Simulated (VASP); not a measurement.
# InP (P4_2/mnm) in VASP: single point with PBE

Aim: the single point of InP with PBE.

Everything below comes from runs of VASP 6.6.1. Logs are shortened: lines on timing, memory, paths and dates and some standing lists are left out, and cuts for length are marked.

## (1) The cell of the first run

The structure is tetragonal, space group P4_2/mnm (No. 136). Conventional cell: a = 7.277 Å, b = 7.277 Å, c = 4.215 Å, α = 90.00°, β = 90.00°, γ = 90.00°. Within 3.4 Å of In (site symmetry m2m) lie 4 P at 2.56 to 2.61 Å. P (site symmetry m2m) has 4 In at 2.56 to 2.61 Å within 3.4 Å.

## (2) Single point, PBE

Input file INCAR:

```
  PREC = Accurate
  ENCUT = 520
  EDIFF = 1E-7
  ISMEAR = 0
  SIGMA = 0.1
  LREAL = F
  LASPH = T
  NELM = 60
  ALGO = Normal
  ISIF = 2
  LWAVE = F
  LCHARG = T
  GGA = PE
  LELF = T
  LVHAR = T
  NBANDS = 46
```

Input file KPOINTS:

```
regular mesh
0
Gamma
  4 4 4
```

Input file POSCAR:

```
InP
1.0
    7.2773307000      0.0000000000      0.0000000000
    0.0000000000      7.2773307000      0.0000000000
    0.0000000000      0.0000000000      4.2154268000
In P
4 4
Direct
    0.6781100000      0.6781100000      0.0000000000
    0.8218900000      0.1781100000      0.5000000000
    0.3218900000      0.3218900000      0.0000000000
    0.1781100000      0.8218900000      0.5000000000
    0.8194790000      0.8194790000      0.5000000000
    0.6805210000      0.3194790000      0.0000000000
    0.1805210000      0.1805210000      0.5000000000
    0.3194790000      0.6805210000      0.0000000000
```

Potentials or basis: VASP PAW PBE potentials, release 64 (In_d, P).

Command:

```
> cat potpaw_PBE.64/In_d/POTCAR potpaw_PBE.64/P/POTCAR > POTCAR
> mpirun -np 1 vasp_std > vasp.out
```

OUTCAR:

```text
PREC = Accurate
   ENCUT = 520
   EDIFF = 1E-7
   ISMEAR = 0
   LREAL = F
   LASPH = T
   NELM = 60
   ISIF = 2
   GGA = PE

 ion  position               nearest neighbor table
   1  0.678  0.678  0.000-   5 2.56   5 2.56   8 2.61   6 2.61   3 3.67
   2  0.822  0.178  0.500-   6 2.56   6 2.56   7 2.61   5 2.61   4 3.67
   3  0.322  0.322  0.000-   7 2.56   7 2.56   8 2.61   6 2.61   1 3.67
   4  0.178  0.822  0.500-   8 2.56   8 2.56   5 2.61   7 2.61   2 3.67
   5  0.819  0.819  0.500-   1 2.56   1 2.56   4 2.61   2 2.61
   6  0.681  0.319  0.000-   2 2.56   2 2.56   3 2.61   1 2.61
   7  0.181  0.181  0.500-   3 2.56   3 2.56   4 2.61   2 2.61
   8  0.319  0.681  0.000-   4 2.56   4 2.56   1 2.61   3 2.61

  LATTYP: Found a simple tetragonal cell.
 ALAT       =     7.2773307000
 C/A-ratio  =     0.5792545335

  Lattice vectors:

 A1 = (   7.2773307000,   0.0000000000,   0.0000000000)
 A2 = (   0.0000000000,   7.2773307000,   0.0000000000)
 A3 = (   0.0000000000,   0.0000000000,   4.2154268000)

Analysis of symmetry for initial positions (statically):
=====================================================================
 Subroutine PRICEL returns:
 Original cell was already a primitive cell.

 Routine SETGRP: Setting up the symmetry group for a
 simple tetragonal supercell.

 Subroutine GETGRP returns: Found 16 space group operations
 (whereof  8 operations were pure point group operations)
 out of a pool of 16 trial point group operations.

The static configuration has the point symmetry D_2h.
 The point group associated with its full space group is D_4h.

Analysis of symmetry for dynamics (positions and initial velocities):
=====================================================================
 Subroutine PRICEL returns:
 Original cell was already a primitive cell.

 Routine SETGRP: Setting up the symmetry group for a
 simple tetragonal supercell.

 Subroutine GETGRP returns: Found 16 space group operations
 (whereof  8 operations were pure point group operations)
 out of a pool of 16 trial point group operations.

The dynamic configuration has the point symmetry D_2h.
 The point group associated with its full space group is D_4h.

 Subroutine INISYM returns: Found 16 space group operations
 (whereof  8 operations are pure point group operations),
 and found     1 'primitive' translations

----------------------------------------------------------------------------------------

                                     Primitive cell

  volume of cell :     223.2471

  direct lattice vectors                    reciprocal lattice vectors
     7.277330700  0.000000000  0.000000000     0.137413022  0.000000000  0.000000000
     0.000000000  7.277330700  0.000000000     0.000000000  0.137413022  0.000000000
     0.000000000  0.000000000  4.215426800     0.000000000  0.000000000  0.237223903

  length of vectors
     7.277330700  7.277330700  4.215426800     0.137413022  0.137413022  0.237223903

  position of ions in fractional coordinates (direct lattice)
     0.678110000  0.678110000  0.000000000
     0.821890000  0.178110000  0.500000000
     0.321890000  0.321890000  0.000000000
     0.178110000  0.821890000  0.500000000
     0.819479000  0.819479000  0.500000000
     0.680521000  0.319479000  0.000000000
     0.180521000  0.180521000  0.500000000
     0.319479000  0.680521000  0.000000000

  ion indices of the primitive-cell ions
   primitive index   ion index
                 1           1
                 2           2
                 3           3
                 4           4
                 5           5
                 6           6
                 7           7
                 8           8

----------------------------------------------------------------------------------------

 KPOINTS: regular mesh

Automatic generation of k-mesh.
 Grid dimensions read from file:
 generate k-points for:    4    4    4

 Generating k-lattice:

  Cartesian coordinates                     Fractional coordinates (reciprocal lattice)
     0.034353255  0.000000000  0.000000000     0.250000000  0.000000000  0.000000000
     0.000000000  0.034353255  0.000000000     0.000000000  0.250000000  0.000000000
     0.000000000  0.000000000  0.059305976     0.000000000  0.000000000  0.250000000

  Length of vectors
     0.034353255  0.034353255  0.059305976

  Shift w.r.t. Gamma in fractional coordinates (k-lattice)
     0.000000000  0.000000000  0.000000000

 Subroutine IBZKPT returns following result:
 ===========================================

 Found     18 irreducible k-points:

 Following reciprocal coordinates:
            Coordinates               Weight
  0.000000  0.000000  0.000000      1.000000
  0.250000  0.000000  0.000000      4.000000
  0.500000  0.000000  0.000000      2.000000
  0.250000  0.250000  0.000000      4.000000
  0.500000  0.250000  0.000000      4.000000
  0.500000  0.500000  0.000000      1.000000
[... 10 lines left out ...]
  0.500000  0.250000  0.500000      4.000000
  0.500000  0.500000  0.500000      1.000000
   k-points           NKPTS =     18   k-points in BZ     NKDIM =     18   number of bands    NBANDS=     46
   number of dos      NEDOS =    301   number of ions     NIONS =      8
   total plane-waves  NPLWV =  93312
   dimension x,y,z NGX =    54 NGY =   54 NGZ =   32
   dimension x,y,z NGXF=   108 NGYF=  108 NGZF=   64
   ions per type =               4   4
   NGX,Y,Z   is equivalent  to a cutoff of  12.34, 12.34, 12.62 a.u.
   NGXF,Y,Z  is equivalent  to a cutoff of  24.67, 24.67, 25.24 a.u.
 SYSTEM =  unknown system
   PREC   = accura    normal or accurate (medium, high low for compatibility)
   ISTART =      0    job   : 0-new  1-cont  2-samecut
   ICHARG =      2    charge: 1-file 2-atom 10-const
   ISPIN  =      1    spin polarized calculation?
   LNONCOLLINEAR =      F non collinear calculations
   LSORBIT =      F    spin-orbit coupling
   LASPH  =      T    aspherical Exc in radial PAW
   ENCUT  =  520.0 eV  38.22 Ry    6.18 a.u.  13.53 13.53  7.84*2*pi/ulx,y,z
   NELM   =     60;   NELMIN=  2; NELMDL= -5     # of ELM steps
   EDIFF  = 0.1E-06   stopping-criterion for ELM
   LREAL  =      F    real-space projection
   EDIFFG = 0.1E-05   stopping-criterion for IOM
   NSW    =      0    number of steps for IOM
   IBRION =     -1    ionic relax: 0-MD 1-quasi-New 2-CG
   NFREE  =      0    steps in history (QN), initial steepest desc. (CG)
   ISIF   =      2    stress and relaxation
   ISYM   =      2    0-nonsym 1-usesym 2-fastsym
   POTIM  = 0.5000    time-step for ionic-motion
   TEBEG  =    0.0;   TEEND  =   0.0 temperature during run
   PSTRESS=    0.0 pullay stress
   NELECT =      72.0000    total number of electrons
   NUPDOWN=      -1.0000    fix difference up-down
   EMIN   =  10.00;   EMAX   =-10.00  energy-range for DOS
   EFERMI =   0.00;   METHOD = LEGACY
   ISMEAR =     0;   SIGMA  =   0.10  broadening in eV -4-tet -1-fermi 0-gaus
   EFERMI_NEDOS =   21; number of points for ismear=-14 and -15
   IALGO  =     38    algorithm
   IMIX   =      4    mixing-type and parameters
     AMIX     =   0.40;   BMIX     =  1.00
     AMIX_MAG =   1.60;   BMIX_MAG =  1.00
  volume/ion in A,a.u.               =      27.91       188.32
  Fermi-wavevector in a.u.,A,eV,Ry     =   1.122683  2.121563 17.149010  1.260417
  Thomas-Fermi vector in A             =   2.259344
   LORBIT       =      0    0 simple, 1 ext, 2 COOP (PROOUT), +10 PAW based schemes
   GGA     = PE    functional components
   LHFCALC =     F    Hartree Fock is set to
   AEXX    =    0.0000 exact exchange contribution
   IVDW    =     0    specifies the selected vdW correction
   LEPSILON=     F    determine dielectric tensor
   LRPA    =     F    only Hartree local field effects (RPA)
 non-spin polarized calculation
 Gauss-broadening in eV      SIGMA  =   0.10
  energy-cutoff  :      520.00
  volume of cell :      223.25
 maximum number of plane-waves:      6048
   NGX = 27   NGY = 27   NGZ = 15

 number of electron      72.0000025 magnetization

 Free energy of the ion-electron system (eV)
  ---------------------------------------------------
  ext. energy  EPLUGINS =         0.00000000
  ---------------------------------------------------
  free energy    TOTEN  =       -33.09128919 eV

  energy without entropy =      -33.09128845  energy(sigma->0) =      -33.09128882

 E-fermi :   4.4283     XC(G=0):  -8.7413

 val. band max:        4.1375109438   @ k =   0.0000   0.0000   0.0000
 cond. band min:       4.7073030708   @ k =   0.0000   0.0000   0.0000
 fundamental gap:      0.5697921271
 Fermi energy:         4.4282822751

 k-point     1 :       0.0000    0.0000    0.0000
  band No.  band energies     occupation
      1     -10.0519      2.00000
      2     -10.0392      2.00000
      3     -10.0392      2.00000
      4      -9.9403      2.00000
      5      -9.9263      2.00000
      6      -9.9189      2.00000
[... 38 lines left out ...]
     45       8.8432      0.00000
     46       9.6431      0.00000

 k-point     2 :       0.2500    0.0000    0.0000
  band No.  band energies     occupation
      1     -10.0569      2.00000
      2     -10.0444      2.00000
      3     -10.0183      2.00000
      4      -9.9432      2.00000
      5      -9.9345      2.00000
      6      -9.9227      2.00000
[... 38 lines left out ...]
     45       9.1854      0.00000
     46       9.2618      0.00000

 k-point     3 :       0.5000    0.0000    0.0000
  band No.  band energies     occupation
      1     -10.0535      2.00000
      2     -10.0535      2.00000
      3      -9.9812      2.00000
      4      -9.9812      2.00000
      5      -9.9227      2.00000
      6      -9.9227      2.00000
[... 724 lines left out ...]
     45       9.6498      0.00000
     46       9.6498      0.00000

 k-point    18 :       0.5000    0.5000    0.5000
  band No.  band energies     occupation
      1     -10.0780      2.00000
      2     -10.0780      2.00000
      3     -10.0281      2.00000
      4     -10.0281      2.00000
      5      -9.8844      2.00000
      6      -9.8844      2.00000
[... 38 lines left out ...]
     45      10.4517      0.00000
     46      10.4610      0.00000

------------------------ aborting loop because EDIFF is reached ----------------------------------------

  FORCE on cell =-STRESS in cart. coord.  units (eV):
  Direction    XX          YY          ZZ          XY          YZ          ZX
  --------------------------------------------------------------------------------------
  -------------------------------------------------------------------------------------
  Total       -0.1975219     -0.1975219      0.3225066      0.0000000      0.0000000      0.0000000
  in kB       -1.4175552     -1.4175552      2.3145329      0.0000000      0.0000000      0.0000000
  external PRESSURE =      -0.1735258 kB  Pullay stress =       0.0000000 kB

 VOLUME and BASIS-vectors are now :
 -----------------------------------------------------------------------------
  energy-cutoff  :      520.00
  volume of cell :      223.25
      direct lattice vectors                 reciprocal lattice vectors
     7.277330700  0.000000000  0.000000000     0.137413022  0.000000000  0.000000000
     0.000000000  7.277330700  0.000000000     0.000000000  0.137413022  0.000000000
     0.000000000  0.000000000  4.215426800     0.000000000  0.000000000  0.237223903

 POSITION                                       TOTAL-FORCE (eV/Angst)
 -----------------------------------------------------------------------------------
      4.93483      4.93483      0.00000        -0.005376     -0.005376      0.000000
      5.98117      1.29617      2.10771         0.005376     -0.005376      0.000000
      2.34250      2.34250      0.00000         0.005376      0.005376      0.000000
      1.29617      5.98117      2.10771        -0.005376      0.005376      0.000000
      5.96362      5.96362      2.10771         0.007184      0.007184      0.000000
      4.95238      2.32495      0.00000        -0.007184      0.007184      0.000000
      1.31371      1.31371      2.10771        -0.007184     -0.007184     -0.000000
      2.32495      4.95238      0.00000         0.007184     -0.007184     -0.000000
 -----------------------------------------------------------------------------------
    total drift:                                0.000000      0.000000      0.000000

  FREE ENERGIE OF THE ION-ELECTRON SYSTEM (eV)
  ---------------------------------------------------
  free  energy   TOTEN  =       -33.0912891934 eV

  energy  without entropy=      -33.0912884455  energy(sigma->0) =      -33.09128882
```

Run time: 3.3 min. Hardware: 1 thread of Intel Xeon Platinum 8375C at 2.90GHz (Ice Lake), shared host; peak memory 0.37 GiB.

What came out:

```
Free energy            : -33.0913 eV
Pressure               : 0.0 GPa
Largest force          : 0.010 eV/Å
Band gap on the k mesh : 0.57 eV, direct
```

Forces in eV/Å, atoms in the order of the input:
```
In  -0.005 -0.005  0.000
In   0.005 -0.005  0.000
In   0.005  0.005  0.000
In  -0.005  0.005  0.000
P    0.007  0.007  0.000
P   -0.007  0.007  0.000
P   -0.007 -0.007  0.000
P    0.007 -0.007  0.000
```

Levels at points of the mesh, in eV from the valence-band top:
```tsv
k point	band 34	band 35	band 36	band 37	band 38	band 39
(0.00, 0.00, 0.00)	-0.05	0.00	0.00	0.57	1.67	1.81
(0.50, 0.00, 0.00)	-0.75	-0.50	-0.50	1.98	1.98	2.21
(0.50, 0.50, 0.00)	-1.06	-0.95	-0.95	2.02	2.02	2.60
(0.00, 0.00, 0.50)	-1.67	-1.62	-1.62	2.71	2.71	3.56
(0.50, 0.00, 0.50)	-1.51	-0.93	-0.93	2.18	2.18	2.75
(0.50, 0.50, 0.50)	-1.29	-1.28	-1.28	1.31	1.31	2.55
```

Caveat: spin-orbit coupling is left out, which moves the levels of the heavy elements.
